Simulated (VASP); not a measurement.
Input of a VASP 6.6.1 run:

INCAR

```
SYSTEM = TiSi2
PREC     = Accurate       ! precision mode
ENCUT    = 520            ! plane-wave cutoff, eV
EDIFF    = 1E-7           ! SCF threshold, eV
ISMEAR   = 0              ! smearing method
SIGMA    = 0.1            ! smearing width, eV
LREAL    = .FALSE.        ! projectors in reciprocal space
LASPH    = .TRUE.         ! aspherical terms in the spheres
NELM     = 80             ! most SCF steps
ALGO     = Normal         ! electronic algorithm
ISIF     = 2              ! what is computed and relaxed
LWAVE    = .FALSE.        ! write WAVECAR
LCHARG   = .FALSE.        ! write CHGCAR
GGA      = PE             ! functional
NBANDS   = 29             ! bands
```

File KPOINTS:

```
Automatic mesh
0
G
  10 10 10
  0 0 0
```

POSCAR

```
TiSi2
1.0
    0.0539010461      4.2279027326      4.2795976060
    2.4220839322      0.0313338268      4.2795976060
    2.4759849783      4.2592365593      0.0000000000
Ti Si
2 4
Direct
    0.7513334046      0.7513334046      0.7486665954
    0.4986665954      0.4986665954      0.5013334046
    0.0862352830      0.4135837832      0.0876248030
    0.4135837832      0.0862352830      0.4125561309
    0.1637647170      0.8364162168      0.1623751970
    0.8364162168      0.1637647170      0.8374438691
```

Potentials or basis: VASP PAW PBE potentials, release 64 (Ti_sv, Si).

Launch:

```console
$ cat potpaw_PBE.64/Ti_sv/POTCAR potpaw_PBE.64/Si/POTCAR > POTCAR
$ mpirun -np 1 vasp_std > vasp.out
```

What does it give for the band gap on the k mesh?

Zero (band 20 reaches 10.33 eV, above the bottom of band 21 at 8.56 eV).

What does it give for the pressure?

-3.4 GPa.

Estimate the largest force.

0.009 eV/Å.

Stress tensor (GPa, compression positive):
```
-2.64 -2.72  0.00
-2.72 -6.45  0.00
 0.00  0.00 -1.01
```

Caveat: the cell differs from its parent crystal (strain along c alone, the other axes held: +3.0 %, then relaxed in part).
